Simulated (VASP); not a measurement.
# Pb (Fm-3m) in VASP: electric field gradients with PBEsol

Aim: the electric field gradients of Pb with PBEsol.

Program: VASP 6.6.1. These are calculated values, not measurements. Logs are shortened: lines on timing, memory, paths and dates and some standing lists are left out, and cuts for length are marked.

## Step 1: The cell of the first run

It takes space group Fm-3m (No. 225, cubic). Conventional cell: a = 5.005 Å, b = 5.005 Å, c = 5.005 Å, α = 90.00°, β = 90.00°, γ = 90.00°. Within 4.7 Å of Pb (site symmetry m-3m) lie 12 Pb at 3.54 Å.

## Step 2: Electric field gradients, PBEsol (31.34 Å³/atom)

File INCAR:

```
SYSTEM = Pb
ALGO = Normal ; EDIFF = 1E-8
ENCUT = 520 ; GGA = PS
ISIF = 2 ; ISMEAR = -1
LASPH = .TRUE. ; LCHARG = .FALSE.
LEFG = .TRUE. ; LREAL = .FALSE.
LWAVE = .FALSE. ; NBANDS = 13
NELM = 100 ; PREC = Accurate
SIGMA = 0.08
```

File KPOINTS:

```
k-points
0
G
  13 13 13
  0 0 0
```

File POSCAR:

```
Pb
1.0
    0.0000000000      2.5023010956      2.5023010956
    2.5023010956      0.0000000000      2.5023010956
    2.5023010956      2.5023010956      0.0000000000
Pb
1
Direct
    0.0000000000      0.0000000000      0.0000000000
```

Potentials or basis: VASP PAW PBE potentials, release 64 (Pb_d).

Command:

```
> cat potpaw_PBE.64/Pb_d/POTCAR > POTCAR
> mpirun -np 1 vasp_std > vasp.out
```

OUTCAR:

```text
SYSTEM = Pb
   EDIFF = 1E-8
   ENCUT = 520
   GGA = PS
   ISIF = 2
   ISMEAR = -1
   LASPH = .TRUE.
   LREAL = .FALSE.
   NELM = 100
   PREC = Accurate

 ion  position               nearest neighbor table
   1  0.000  0.000  0.000-

  LATTYP: Found a face centered cubic cell.
 ALAT       =     5.0046021912

  Lattice vectors:

 A1 = (   0.0000000000,   2.5023010956,   2.5023010956)
 A2 = (   2.5023010956,   0.0000000000,   2.5023010956)
 A3 = (   2.5023010956,   2.5023010956,   0.0000000000)

Analysis of symmetry for initial positions (statically):
=====================================================================
 Subroutine PRICEL returns:
 Original cell was already a primitive cell.

 Routine SETGRP: Setting up the symmetry group for a
 face centered cubic supercell.

 Subroutine GETGRP returns: Found 48 space group operations
 (whereof 48 operations were pure point group operations)
 out of a pool of 48 trial point group operations.

The static configuration has the point symmetry O_h .

Analysis of symmetry for dynamics (positions and initial velocities):
=====================================================================
 Subroutine PRICEL returns:
 Original cell was already a primitive cell.

 Routine SETGRP: Setting up the symmetry group for a
 face centered cubic supercell.

 Subroutine GETGRP returns: Found 48 space group operations
 (whereof 48 operations were pure point group operations)
 out of a pool of 48 trial point group operations.

The dynamic configuration has the point symmetry O_h .

 Subroutine INISYM returns: Found 48 space group operations
 (whereof 48 operations are pure point group operations),
 and found     1 'primitive' translations

----------------------------------------------------------------------------------------

                                     Primitive cell

  volume of cell :      31.3364

  direct lattice vectors                    reciprocal lattice vectors
     0.000000000  2.502301096  2.502301096    -0.199816082  0.199816082  0.199816082
     2.502301096  0.000000000  2.502301096     0.199816082 -0.199816082  0.199816082
     2.502301096  2.502301096  0.000000000     0.199816082  0.199816082 -0.199816082

  length of vectors
     3.538788147  3.538788147  3.538788147     0.346091606  0.346091606  0.346091606

  position of ions in fractional coordinates (direct lattice)
     0.000000000  0.000000000  0.000000000

  ion indices of the primitive-cell ions
   primitive index   ion index
                 1           1

----------------------------------------------------------------------------------------

 KPOINTS: k-points

Automatic generation of k-mesh.
 Grid dimensions read from file:
 generate k-points for:   13   13   13

 Generating k-lattice:

  Cartesian coordinates                     Fractional coordinates (reciprocal lattice)
    -0.015370468  0.015370468  0.015370468     0.076923077  0.000000000  0.000000000
     0.015370468 -0.015370468  0.015370468     0.000000000  0.076923077  0.000000000
     0.015370468  0.015370468 -0.015370468     0.000000000  0.000000000  0.076923077

  Length of vectors
     0.026622431  0.026622431  0.026622431

  Shift w.r.t. Gamma in fractional coordinates (k-lattice)
     0.000000000  0.000000000  0.000000000

 Subroutine IBZKPT returns following result:
 ===========================================

 Found     84 irreducible k-points:

 Following reciprocal coordinates:
            Coordinates               Weight
  0.000000  0.000000  0.000000      1.000000
  0.076923  0.000000  0.000000      8.000000
  0.153846  0.000000  0.000000      8.000000
  0.230769  0.000000  0.000000      8.000000
  0.307692  0.000000  0.000000      8.000000
  0.384615  0.000000  0.000000      8.000000
[... 16 lines left out ...]
  0.384615  0.153846  0.000000     24.000000
  0.461538  0.153846  0.000000     24.000000
 [... further k-points ...]
   k-points           NKPTS =     84   k-points in BZ     NKDIM =     84   number of bands    NBANDS=     13
   number of dos      NEDOS =    301   number of ions     NIONS =      1
   total plane-waves  NPLWV =  21952
   dimension x,y,z NGX =    28 NGY =   28 NGZ =   28
   dimension x,y,z NGXF=    56 NGYF=   56 NGZF=   56
   ions per type =               1
   NGX,Y,Z   is equivalent  to a cutoff of  13.15, 13.15, 13.15 a.u.
   NGXF,Y,Z  is equivalent  to a cutoff of  26.31, 26.31, 26.31 a.u.
 SYSTEM =  Pb
   PREC   = accura    normal or accurate (medium, high low for compatibility)
   ISTART =      0    job   : 0-new  1-cont  2-samecut
   ICHARG =      2    charge: 1-file 2-atom 10-const
   ISPIN  =      1    spin polarized calculation?
   LNONCOLLINEAR =      F non collinear calculations
   LSORBIT =      F    spin-orbit coupling
   LASPH  =      T    aspherical Exc in radial PAW
   ENCUT  =  520.0 eV  38.22 Ry    6.18 a.u.   6.58  6.58  6.58*2*pi/ulx,y,z
   NELM   =    100;   NELMIN=  2; NELMDL= -5     # of ELM steps
   EDIFF  = 0.1E-07   stopping-criterion for ELM
   LREAL  =      F    real-space projection
   EDIFFG = 0.1E-06   stopping-criterion for IOM
   NSW    =      0    number of steps for IOM
   IBRION =     -1    ionic relax: 0-MD 1-quasi-New 2-CG
   NFREE  =      0    steps in history (QN), initial steepest desc. (CG)
   ISIF   =      2    stress and relaxation
   ISYM   =      2    0-nonsym 1-usesym 2-fastsym
   POTIM  = 0.5000    time-step for ionic-motion
   TEBEG  =    0.0;   TEEND  =   0.0 temperature during run
   PSTRESS=    0.0 pullay stress
   NELECT =      14.0000    total number of electrons
   NUPDOWN=      -1.0000    fix difference up-down
   EMIN   =  10.00;   EMAX   =-10.00  energy-range for DOS
   EFERMI =   0.00;   METHOD = LEGACY
   ISMEAR =    -1;   SIGMA  =   0.08  broadening in eV -4-tet -1-fermi 0-gaus
   EFERMI_NEDOS =   21; number of points for ismear=-14 and -15
   IALGO  =     38    algorithm
   IMIX   =      4    mixing-type and parameters
     AMIX     =   0.40;   BMIX     =  1.00
     AMIX_MAG =   1.60;   BMIX_MAG =  1.00
  volume/ion in A,a.u.               =      31.34       211.47
  Fermi-wavevector in a.u.,A,eV,Ry     =   1.251511  2.365013 21.310524  1.566279
  Thomas-Fermi vector in A             =   2.385455
   LORBIT       =      0    0 simple, 1 ext, 2 COOP (PROOUT), +10 PAW based schemes
   GGA     = PS    functional components
   LHFCALC =     F    Hartree Fock is set to
   AEXX    =    0.0000 exact exchange contribution
   IVDW    =     0    specifies the selected vdW correction
   LEPSILON=     F    determine dielectric tensor
   LRPA    =     F    only Hartree local field effects (RPA)
 non-spin polarized calculation
  energy-cutoff  :      520.00
  volume of cell :       31.34
 maximum number of plane-waves:       877
   NGX = 13   NGY = 13   NGZ = 13

 number of electron      14.0000001 magnetization

 Free energy of the ion-electron system (eV)
  ---------------------------------------------------
  ext. energy  EPLUGINS =         0.00000000
  ---------------------------------------------------
  free energy    TOTEN  =        -3.99566977 eV

  energy without entropy =       -3.98346957  energy(sigma->0) =       -3.98956967

 E-fermi :   6.7916     XC(G=0): -10.1838

 val. band max:        6.7532863743   @ k =  -0.2308   0.3077   0.0769
 cond. band min:       6.7997222158   @ k =   0.3846   0.2308   0.0769
 fundamental gap:      0.0464358415
 Fermi energy:         6.7916275194

 k-point     1 :       0.0000    0.0000    0.0000
  band No.  band energies     occupation
      1     -10.2252      2.00000
      2     -10.2252      2.00000
      3     -10.2252      2.00000
      4     -10.0973      2.00000
      5     -10.0973      2.00000
      6      -4.8092      2.00000
      7      13.8941      0.00000
      8      13.8941      0.00000
      9      13.8941      0.00000
     10      16.4799      0.00000
     11      17.6370      0.00000
     12      18.9782      0.00000
     13      18.9782      0.00000

 k-point     2 :       0.0769    0.0000    0.0000
  band No.  band energies     occupation
      1     -10.2252      2.00000
      2     -10.2173      2.00000
      3     -10.2173      2.00000
      4     -10.0978      2.00000
      5     -10.0978      2.00000
      6      -4.6992      2.00000
      7      12.5845      0.00000
      8      13.7567      0.00000
      9      13.7567      0.00000
     10      16.1930      0.00000
     11      18.2661      0.00000
     12      19.2237      0.00000
     13      19.2237      0.00000

 k-point     3 :       0.1538    0.0000    0.0000
  band No.  band energies     occupation
      1     -10.2262      2.00000
      2     -10.2006      2.00000
      3     -10.2006      2.00000
      4     -10.0939      2.00000
      5     -10.0939      2.00000
      6      -4.3691      2.00000
      7      10.2923      0.00000
      8      13.4154      0.00000
      9      13.4154      0.00000
     10      15.8436      0.00000
     11      19.2286      0.00000
     12      19.5253      0.00000
     13      19.6798      0.00000
[... 305 lines left out ...]
 k-point    23 :       0.3846    0.1538    0.0000
  band No.  band energies     occupation
      1     -10.2601      2.00000
      2     -10.1868      2.00000
      3     -10.1481      2.00000
      4     -10.0699      2.00000
      5      -9.9893      2.00000
      6      -2.4364      2.00000
      7       5.5069      2.00000
      8      10.4903      0.00000
      9      10.9241      0.00000
     10      14.4499      0.00000
     11      18.0503      0.00000
     12      19.7453      0.00000
     13      20.2418      0.00000

 k-point    24 :       0.4615    0.1538    0.0000
  band No.  band energies     occupation
      1     -10.2540      2.00000
      2     -10.1916      2.00000
      3     -10.1585      2.00000
      4     -10.0431      2.00000
      5      -9.9712      2.00000
      6      -1.6066      2.00000
      7       3.9537      2.00000
      8       9.8597      0.00000
      9      10.9557      0.00000
     10      14.3322      0.00000
     11      18.6314      0.00000
     12      19.6292      0.00000
     13      20.2604      0.00000

 [... further k-points ...]

------------------------ aborting loop because EDIFF is reached ----------------------------------------

  FORCE on cell =-STRESS in cart. coord.  units (eV):
  Direction    XX          YY          ZZ          XY          YZ          ZX
  --------------------------------------------------------------------------------------
  -------------------------------------------------------------------------------------
  Total       -0.3630618     -0.3630618     -0.3630618     -0.0000000     -0.0000000      0.0000000
  in kB      -18.5627567    -18.5627567    -18.5627567     -0.0000000     -0.0000000      0.0000000
  external PRESSURE =     -18.5627567 kB  Pullay stress =       0.0000000 kB

 VOLUME and BASIS-vectors are now :
 -----------------------------------------------------------------------------
  energy-cutoff  :      520.00
  volume of cell :       31.34
      direct lattice vectors                 reciprocal lattice vectors
     0.000000000  2.502301096  2.502301096    -0.199816082  0.199816082  0.199816082
     2.502301096  0.000000000  2.502301096     0.199816082 -0.199816082  0.199816082
     2.502301096  2.502301096  0.000000000     0.199816082  0.199816082 -0.199816082

 POSITION                                       TOTAL-FORCE (eV/Angst)
 -----------------------------------------------------------------------------------
      0.00000      0.00000      0.00000         0.000000      0.000000      0.000000
 -----------------------------------------------------------------------------------
    total drift:                               -0.000000     -0.000000     -0.000000

  FREE ENERGIE OF THE ION-ELECTRON SYSTEM (eV)
  ---------------------------------------------------
  free  energy   TOTEN  =        -3.9956697703 eV

  energy  without entropy=       -3.9834695655  energy(sigma->0) =       -3.98956967

 Electric field gradients (V/A^2)
---------------------------------------------------------------------
 ion       V_xx      V_yy      V_zz      V_xy      V_xz      V_yz
---------------------------------------------------------------------
   1      -0.000     0.000    -0.000     0.000     0.000     0.000
---------------------------------------------------------------------

 Electric field gradients after diagonalization (V/A^2)
 (convention: |V_zz| > |V_xx| > |V_yy|)
----------------------------------------------------------------------
 ion       V_xx      V_yy      V_zz     asymmetry (V_yy - V_xx)/ V_zz
----------------------------------------------------------------------
   1      -0.000    -0.000     0.001       0.000
----------------------------------------------------------------------

           NMR quadrupolar parameters

 Cq : quadrupolar parameter    Cq=e*Q*V_zz/h
 eta: asymmetry parameters     (V_yy - V_xx)/ V_zz
 Q  : nuclear electric quadrupole moment in mb (millibarn)
----------------------------------------------------------------------
 ion       Cq(MHz)       eta       Q (mb)
----------------------------------------------------------------------
   1       0.000       0.000       1.000
----------------------------------------------------------------------
```

Wall time 14 s (1 thread of Intel Xeon 6975P-C (Granite Rapids), shared host); peak memory 0.17 GiB.

What came out:

```
Free energy                             : -3.9957 eV
Pressure                                : -1.9 GPa
Band gap on the k mesh                  : zero (bands 7 and 8 overlap by 8.77 eV)
Largest electric field gradient by atom : zero within the noise of the run
```

Levels at points of the mesh, in eV from the Fermi level:
```tsv
k point	band 3	band 4	band 5	band 6	band 7	band 8	band 9	band 10	band 11	band 12
(0.00, 0.00, 0.00)	-17.02	-16.89	-16.89	-11.60	7.10	7.10	7.10	9.69	10.85	12.19
```

Caveat: the PAW data sets were made with another functional, which shifts forces and pressure a little; spin-orbit coupling is left out, which moves the levels of the heavy elements.
